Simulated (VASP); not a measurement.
# Mo (Pm-3m) in VASP: notebook

Mo is run at these levels: LDA; tasks: single point, relaxation of cell and atoms.

All numbers are computed with VASP 6.6.1; they aren't measurements. Logs are shortened: lines on timing, memory, paths and dates and some standing lists are left out, and cuts for length are marked.

## Step 1: The cell of the first run

Symmetry: Pm-3m, No. 221, cubic system. The conventional cell has a = 2.555 Å, b = 2.555 Å, c = 2.555 Å, α = 90.00°, β = 90.00°, γ = 90.00°. Mo (site symmetry m-3m) has 6 Mo at 2.55 Å within 3.4 Å.

## Step 2: Single point, LDA

Input file INCAR:

```
SYSTEM = Mo
PREC = Accurate
ENCUT = 520
EDIFF = 1E-6
ISMEAR = -1
SIGMA = 0.05
LREAL = .False.
LASPH = .True.
NELM = 100
ALGO = Normal
ISIF = 2
LWAVE = .False.
LCHARG = .False.
GGA = CA
NBANDS = 13
```

Input file KPOINTS:

```
regular mesh
0
Gamma
  17 17 17
  0 0 0
```

Input file POSCAR:

```
Mo
1.0
    2.5547461120      0.0000000000      0.0000000000
    0.0000000000      2.5547461120      0.0000000000
    0.0000000000      0.0000000000      2.5547461120
Mo
1
Direct
    0.0000000000      0.0000000000      0.0000000000
```

Potentials or basis: VASP PAW LDA potentials, release 64 (Mo_sv).

Launch:

```bash
$ cat potpaw_LDA.64/Mo_sv/POTCAR > POTCAR
$ mpirun -np 1 vasp_std > vasp.out
```

OUTCAR:

```text
SYSTEM = Mo
   PREC = Accurate
   ENCUT = 520
   EDIFF = 1E-6
   ISMEAR = -1
   LREAL = .False.
   LASPH = .True.
   NELM = 100
   ISIF = 2
   GGA = CA

 ion  position               nearest neighbor table
   1  0.000  0.000  0.000-

  LATTYP: Found a simple cubic cell.
 ALAT       =     2.5547461120

  Lattice vectors:

 A1 = (   2.5547461120,   0.0000000000,   0.0000000000)
 A2 = (   0.0000000000,   2.5547461120,   0.0000000000)
 A3 = (   0.0000000000,   0.0000000000,   2.5547461120)

Analysis of symmetry for initial positions (statically):
=====================================================================
 Subroutine PRICEL returns:
 Original cell was already a primitive cell.

 Routine SETGRP: Setting up the symmetry group for a
 simple cubic supercell.

 Subroutine GETGRP returns: Found 48 space group operations
 (whereof 48 operations were pure point group operations)
 out of a pool of 48 trial point group operations.

The static configuration has the point symmetry O_h .

Analysis of symmetry for dynamics (positions and initial velocities):
=====================================================================
 Subroutine PRICEL returns:
 Original cell was already a primitive cell.

 Routine SETGRP: Setting up the symmetry group for a
 simple cubic supercell.

 Subroutine GETGRP returns: Found 48 space group operations
 (whereof 48 operations were pure point group operations)
 out of a pool of 48 trial point group operations.

The dynamic configuration has the point symmetry O_h .

 Subroutine INISYM returns: Found 48 space group operations
 (whereof 48 operations are pure point group operations),
 and found     1 'primitive' translations

----------------------------------------------------------------------------------------

                                     Primitive cell

  volume of cell :      16.6741

  direct lattice vectors                    reciprocal lattice vectors
     2.554746112  0.000000000  0.000000000     0.391428328  0.000000000  0.000000000
     0.000000000  2.554746112  0.000000000     0.000000000  0.391428328  0.000000000
     0.000000000  0.000000000  2.554746112     0.000000000  0.000000000  0.391428328

  length of vectors
     2.554746112  2.554746112  2.554746112     0.391428328  0.391428328  0.391428328

  position of ions in fractional coordinates (direct lattice)
     0.000000000  0.000000000  0.000000000

  ion indices of the primitive-cell ions
   primitive index   ion index
                 1           1

----------------------------------------------------------------------------------------

 KPOINTS: regular mesh

Automatic generation of k-mesh.
 Grid dimensions read from file:
 generate k-points for:   17   17   17

 Generating k-lattice:

  Cartesian coordinates                     Fractional coordinates (reciprocal lattice)
     0.023025196  0.000000000  0.000000000     0.058823529  0.000000000  0.000000000
     0.000000000  0.023025196  0.000000000     0.000000000  0.058823529  0.000000000
     0.000000000  0.000000000  0.023025196     0.000000000  0.000000000  0.058823529

  Length of vectors
     0.023025196  0.023025196  0.023025196

  Shift w.r.t. Gamma in fractional coordinates (k-lattice)
     0.000000000  0.000000000  0.000000000

 Subroutine IBZKPT returns following result:
 ===========================================

 Found    165 irreducible k-points:

 Following reciprocal coordinates:
            Coordinates               Weight
  0.000000  0.000000  0.000000      1.000000
  0.058824  0.000000  0.000000      6.000000
  0.117647  0.000000  0.000000      6.000000
  0.176471  0.000000  0.000000      6.000000
  0.235294  0.000000  0.000000      6.000000
  0.294118  0.000000  0.000000      6.000000
[... 16 lines left out ...]
  0.411765  0.117647  0.000000     24.000000
  0.470588  0.117647  0.000000     24.000000
 [... further k-points ...]
   k-points           NKPTS =    165   k-points in BZ     NKDIM =    165   number of bands    NBANDS=     13
   number of dos      NEDOS =    301   number of ions     NIONS =      1
   total plane-waves  NPLWV =   8000
   dimension x,y,z NGX =    20 NGY =   20 NGZ =   20
   dimension x,y,z NGXF=    40 NGYF=   40 NGZF=   40
   ions per type =               1
   NGX,Y,Z   is equivalent  to a cutoff of  13.01, 13.01, 13.01 a.u.
   NGXF,Y,Z  is equivalent  to a cutoff of  26.03, 26.03, 26.03 a.u.
 SYSTEM =  Mo
   PREC   = accura    normal or accurate (medium, high low for compatibility)
   ISTART =      0    job   : 0-new  1-cont  2-samecut
   ICHARG =      2    charge: 1-file 2-atom 10-const
   ISPIN  =      1    spin polarized calculation?
   LNONCOLLINEAR =      F non collinear calculations
   LSORBIT =      F    spin-orbit coupling
   LASPH  =      T    aspherical Exc in radial PAW
   ENCUT  =  520.0 eV  38.22 Ry    6.18 a.u.   4.75  4.75  4.75*2*pi/ulx,y,z
   NELM   =    100;   NELMIN=  2; NELMDL= -5     # of ELM steps
   EDIFF  = 0.1E-05   stopping-criterion for ELM
   LREAL  =      F    real-space projection
   EDIFFG = 0.1E-04   stopping-criterion for IOM
   NSW    =      0    number of steps for IOM
   IBRION =     -1    ionic relax: 0-MD 1-quasi-New 2-CG
   NFREE  =      0    steps in history (QN), initial steepest desc. (CG)
   ISIF   =      2    stress and relaxation
   ISYM   =      2    0-nonsym 1-usesym 2-fastsym
   POTIM  = 0.5000    time-step for ionic-motion
   TEBEG  =    0.0;   TEEND  =   0.0 temperature during run
   PSTRESS=    0.0 pullay stress
   NELECT =      14.0000    total number of electrons
   NUPDOWN=      -1.0000    fix difference up-down
   EMIN   =  10.00;   EMAX   =-10.00  energy-range for DOS
   EFERMI =   0.00;   METHOD = LEGACY
   ISMEAR =    -1;   SIGMA  =   0.05  broadening in eV -4-tet -1-fermi 0-gaus
   EFERMI_NEDOS =   21; number of points for ismear=-14 and -15
   IALGO  =     38    algorithm
   IMIX   =      4    mixing-type and parameters
     AMIX     =   0.40;   BMIX     =  1.00
     AMIX_MAG =   1.60;   BMIX_MAG =  1.00
  volume/ion in A,a.u.               =      16.67       112.52
  Fermi-wavevector in a.u.,A,eV,Ry     =   1.544435  2.918560 32.453716  2.385281
  Thomas-Fermi vector in A             =   2.649957
   LORBIT       =      0    0 simple, 1 ext, 2 COOP (PROOUT), +10 PAW based schemes
   GGA     = CA    functional components
   LHFCALC =     F    Hartree Fock is set to
   AEXX    =    0.0000 exact exchange contribution
   IVDW    =     0    specifies the selected vdW correction
   LEPSILON=     F    determine dielectric tensor
   LRPA    =     F    only Hartree local field effects (RPA)
 non-spin polarized calculation
  energy-cutoff  :      520.00
  volume of cell :       16.67
 maximum number of plane-waves:       466
 NGX is ok and might be reduce to    20
   NGX =  9   NGY =  9   NGZ =  9

 number of electron      13.9999997 magnetization

 Free energy of the ion-electron system (eV)
  ---------------------------------------------------
  ext. energy  EPLUGINS =         0.00000000
  ---------------------------------------------------
  free energy    TOTEN  =       -10.96712794 eV

  energy without entropy =      -10.95992540  energy(sigma->0) =      -10.96352667

 E-fermi :  11.2778     XC(G=0): -13.0984

 val. band max:       11.2733106757   @ k =   0.4118   0.0000   0.0000
 cond. band min:      11.2912405631   @ k =   0.2941   0.2941   0.1176
 fundamental gap:      0.0179298873
 Fermi energy:        11.2778327533

 k-point     1 :       0.0000    0.0000    0.0000
  band No.  band energies     occupation
      1     -49.4768      2.00000
      2     -22.7917      2.00000
      3     -22.7917      2.00000
      4     -22.7917      2.00000
      5       4.6756      2.00000
      6       6.8783      2.00000
      7       6.8783      2.00000
      8      15.4325      0.00000
      9      15.4325      0.00000
     10      15.4325      0.00000
     11      27.1862      0.00000
     12      27.1862      0.00000
     13      27.1862      0.00000

 k-point     2 :       0.0588    0.0000    0.0000
  band No.  band energies     occupation
      1     -49.4688      2.00000
      2     -22.8558      2.00000
      3     -22.7862      2.00000
      4     -22.7862      2.00000
      5       4.7885      2.00000
      6       6.9071      2.00000
      7       7.0091      2.00000
      8      15.2672      0.00000
      9      15.2672      0.00000
     10      15.4443      0.00000
     11      26.6232      0.00000
     12      27.4178      0.00000
     13      27.4178      0.00000

 k-point     3 :       0.1176    0.0000    0.0000
  band No.  band energies     occupation
      1     -49.4455      2.00000
      2     -23.0370      2.00000
      3     -22.7706      2.00000
      4     -22.7706      2.00000
      5       5.0964      2.00000
      6       6.9905      2.00000
      7       7.4089      2.00000
      8      14.8241      0.00000
      9      14.8241      0.00000
     10      15.4781      0.00000
     11      25.3500      0.00000
     12      28.0518      0.00000
     13      28.0518      0.00000

 k-point     4 :       0.1765    0.0000    0.0000
  band No.  band energies     occupation
      1     -49.4101      2.00000
      2     -23.3051      2.00000
      3     -22.7468      2.00000
      4     -22.7468      2.00000
      5       5.5291      2.00000
      6       7.1205      2.00000
      7       8.0784      2.00000
      8      14.2210      0.00000
      9      14.2210      0.00000
     10      15.5299      0.00000
     11      23.9118      0.00000
     12      28.9490      0.00000
     13      28.9490      0.00000

 k-point     5 :       0.2353    0.0000    0.0000
  band No.  band energies     occupation
      1     -49.3671      2.00000
      2     -23.6188      2.00000
      3     -22.7179      2.00000
      4     -22.7179      2.00000
      5       6.0219      2.00000
      6       7.2829      2.00000
      7       8.9616      2.00000
      8      13.5756      0.00000
      9      13.5756      0.00000
     10      15.5931      0.00000
     11      22.5989      0.00000
     12      29.0146      0.00000
     13      29.9665      0.00000

 k-point     6 :       0.2941    0.0000    0.0000
  band No.  band energies     occupation
      1     -49.3222      2.00000
      2     -23.9334      2.00000
      3     -22.6879      2.00000
      4     -22.6879      2.00000
      5       6.5351      2.00000
      6       7.4583      2.00000
      7       9.9173      2.00000
      8      12.9768      0.00000
      9      12.9768      0.00000
     10      15.6594      0.00000
     11      21.5912      0.00000
     12      27.7474      0.00000
     13      30.9927      0.00000

 k-point     7 :       0.3529    0.0000    0.0000
  band No.  band energies     occupation
      1     -49.2814      2.00000
      2     -24.2083      2.00000
      3     -22.6608      2.00000
      4     -22.6608      2.00000
      5       7.0316      2.00000
      6       7.6232      2.00000
      7      10.7443      1.99995
      8      12.4847      0.00000
      9      12.4847      0.00000
     10      15.7199      0.00000
     11      21.0286      0.00000
     12      26.7571      0.00000
     13      31.9405      0.00000
[... 193 lines left out ...]
 k-point    20 :       0.2353    0.1176    0.0000
  band No.  band energies     occupation
      1     -49.3364      2.00000
      2     -23.5921      2.00000
      3     -22.9563      2.00000
      4     -22.6974      2.00000
      5       6.4032      2.00000
      6       7.7108      2.00000
      7       9.0843      2.00000
      8      13.0001      0.00000
      9      13.6369      0.00000
     10      15.0426      0.00000
     11      23.2683      0.00000
     12      27.5518      0.00000
     13      29.8369      0.00000

 k-point    21 :       0.2941    0.1176    0.0000
  band No.  band energies     occupation
      1     -49.2916      2.00000
      2     -23.9045      2.00000
      3     -22.9237      2.00000
      4     -22.6676      2.00000
      5       6.8800      2.00000
      6       7.9080      2.00000
      7       9.8069      2.00000
      8      12.6921      0.00000
      9      13.0497      0.00000
     10      15.1188      0.00000
     11      22.1477      0.00000
     12      27.8074      0.00000
     13      29.2605      0.00000

 k-point    22 :       0.3529    0.1176    0.0000
  band No.  band energies     occupation
      1     -49.2510      2.00000
      2     -24.1775      2.00000
      3     -22.8943      2.00000
      4     -22.6406      2.00000
      5       7.3363      2.00000
      6       8.1158      2.00000
      7      10.0526      2.00000
      8      12.5650      0.00000
      9      12.8918      0.00000
     10      15.1896      0.00000
     11      21.3943      0.00000
     12      27.2794      0.00000
     13      29.6040      0.00000

 k-point    23 :       0.4118    0.1176    0.0000
  band No.  band energies     occupation
      1     -49.2202      2.00000
      2     -24.3784      2.00000
      3     -22.8720      2.00000
      4     -22.6203      2.00000
      5       7.7047      2.00000
      6       8.3433      2.00000
      7       9.8723      2.00000
      8      12.2224      0.00000
      9      13.3608      0.00000
     10      15.2441      0.00000
     11      21.0643      0.00000
     12      26.7259      0.00000
     13      30.1023      0.00000

 k-point    24 :       0.4706    0.1176    0.0000
  band No.  band energies     occupation
      1     -49.2037      2.00000
      2     -24.4847      2.00000
      3     -22.8600      2.00000
      4     -22.6093      2.00000
      5       7.8984      2.00000
      6       8.5617      2.00000
      7       9.6258      2.00000
      8      12.0457      0.00000
      9      13.6653      0.00000
     10      15.2736      0.00000
     11      21.0290      0.00000
     12      26.4196      0.00000
     13      30.4436      0.00000

 [... further k-points ...]
[... 5 lines left out ...]
  --------------------------------------------------------------------------------------
  -------------------------------------------------------------------------------------
  Total        0.1052252      0.1052252      0.1052252     -0.0000000     -0.0000000      0.0000000
  in kB       10.1108330     10.1108330     10.1108330     -0.0000000     -0.0000000      0.0000000
  external PRESSURE =      10.1108330 kB  Pullay stress =       0.0000000 kB

 VOLUME and BASIS-vectors are now :
 -----------------------------------------------------------------------------
  energy-cutoff  :      520.00
  volume of cell :       16.67
      direct lattice vectors                 reciprocal lattice vectors
     2.554746112  0.000000000  0.000000000     0.391428328  0.000000000  0.000000000
     0.000000000  2.554746112  0.000000000     0.000000000  0.391428328  0.000000000
     0.000000000  0.000000000  2.554746112     0.000000000  0.000000000  0.391428328

 POSITION                                       TOTAL-FORCE (eV/Angst)
 -----------------------------------------------------------------------------------
      0.00000      0.00000      0.00000         0.000000      0.000000      0.000000
 -----------------------------------------------------------------------------------
    total drift:                               -0.000000      0.000000      0.000000

  FREE ENERGIE OF THE ION-ELECTRON SYSTEM (eV)
  ---------------------------------------------------
  free  energy   TOTEN  =       -10.9671279439 eV

  energy  without entropy=      -10.9599254022  energy(sigma->0) =      -10.96352667
```

It took 13 s on 1 thread of Intel Xeon Platinum 8488C (Sapphire Rapids), shared host; peak memory 0.14 GiB.

What came out:

```
Free energy            : -10.9671 eV
Pressure               : 1.0 GPa
Band gap on the k mesh : zero (band 7 reaches 12.92 eV, above the bottom of band 8 at 10.27 eV)
```

## Step 3: Single point, LDA

Input file INCAR:

```
SYSTEM = Mo
  ALGO = Normal
  EDIFF = 1E-6
  ENCUT = 520
  ISIF = 2
  ISMEAR = -1
  LASPH = .TRUE.
  LCHARG = .FALSE.
  LREAL = .FALSE.
  LWAVE = .FALSE.
  NBANDS = 13
  NELM = 100
  PREC = Accurate
  SIGMA = 0.05
```

Input file KPOINTS:

```
k-points
0
G
  17 17 17
  0 0 0
```

POSCAR is that of step 2.

Potentials or basis: VASP PAW LDA potentials, release 64 (Mo_sv).

Launch:

```bash
$ cat potpaw_LDA.64/Mo_sv/POTCAR > POTCAR
$ mpirun -np 1 vasp_std > vasp.out
```

It took 14 s on 1 thread of AMD EPYC 9R14 (Zen 4), shared host; peak memory 0.11 GiB.

It converged, with:

```
Free energy            : -10.9671 eV
Pressure               : 1.0 GPa
Band gap on the k mesh : zero (band 7 reaches 12.92 eV, above the bottom of band 8 at 10.27 eV)
```

Levels at points of the mesh, in eV from the Fermi level:
| k point | band 5 | band 6 | band 7 | band 8 | band 9 | band 10 |
| --- | --- | --- | --- | --- | --- | --- |
| (0.00, 0.00, 0.00) | -6.60 | -4.40 | -4.40 | 4.15 | 4.15 | 4.15 |

## Step 4: Relaxation of cell and atoms, LDA

This run uses another cell than the first one, of 16.29 Å³/atom, 0.977 times its volume.

Input file INCAR:

```
SYSTEM = Mo
ALGO     = Normal         ! electronic algorithm
EDIFF    = 1E-7           ! SCF threshold, eV
EDIFFG   = -0.005         ! ionic threshold
ENCUT    = 600            ! plane-wave cutoff, eV
IBRION   = 2              ! ionic algorithm
ISIF     = 3              ! what is computed and relaxed
ISMEAR   = -1             ! smearing method
LASPH    = .TRUE.         ! aspherical terms in the spheres
LCHARG   = .FALSE.        ! write CHGCAR
LREAL    = .FALSE.        ! projectors in reciprocal space
LWAVE    = .FALSE.        ! write WAVECAR
NELM     = 80             ! most SCF steps
NSW      = 60             ! ionic steps
PREC     = Accurate       ! precision mode
SIGMA    = 0.05           ! smearing width, eV
```

KPOINTS is that of step 3.

Input file POSCAR:

```
Mo
1.0
    2.5350684481      0.0000000000      0.0000000000
    0.0000000000      2.5350684481      0.0000000000
    0.0000000000      0.0000000000      2.5350684481
Mo
1
Direct
    0.0000000000      0.0000000000      0.0000000000
```

Launch:

```bash
$ cat potpaw_LDA.64/Mo_sv/POTCAR > POTCAR
$ mpirun -np 1 vasp_std > vasp.out
```

Run time: 32 s. Hardware: 1 thread of AMD EPYC 9R14 (Zen 4), shared host; peak memory 0.12 GiB.

The run converged. Its results:

```yaml
Free_energy: -10.9669 eV
Relaxed_volume: 16.75 Å³/atom
Relaxed_cell: a = 2.559 Å, b = 2.559 Å, c = 2.559 Å, α = 90.00°, β = 90.00°, γ = 90.00°
Space_group_after_relaxing_to_0.05_Å: Pm-3m (No. 221)
Energy_gained_by_relaxing: 9.0 meV/atom
Ionic_steps: 4
Pressure_after_relaxing: 0.0 GPa
Band_gap_on_the_k_mesh: zero (band 7 reaches 12.85 eV, above the bottom of band 8 at 10.21 eV)
```

The path:
```tsv
step	energy change (eV)	largest force (eV/Å)	pressure (GPa)	volume (Å³)
1	0.0000	0.0000	6.48	16.29
2	0.0392	0.0000	-12.72	17.89
3	-0.0090	0.0000	-0.13	16.76
4	-0.0090	0.0000	-0.02	16.75
```

Final structure:
```yaml
crystal:
  lattice:
    - [2.55859, 0.00000, 0.00000]
    - [0.00000, 2.55859, 0.00000]
    - [0.00000, 0.00000, 2.55859]
  atoms:
    - { symbol: Mo, position: [0.00000, 0.00000, 0.00000] }
```

Levels at points of the mesh, in eV from the Fermi level:
```
           k point  band 4  band 5  band 6  band 7  band 8  band 9  band 10  band 11
(0.00, 0.00, 0.00)  -34.08   -6.59   -4.38   -4.38    4.13    4.13     4.13    15.87
```
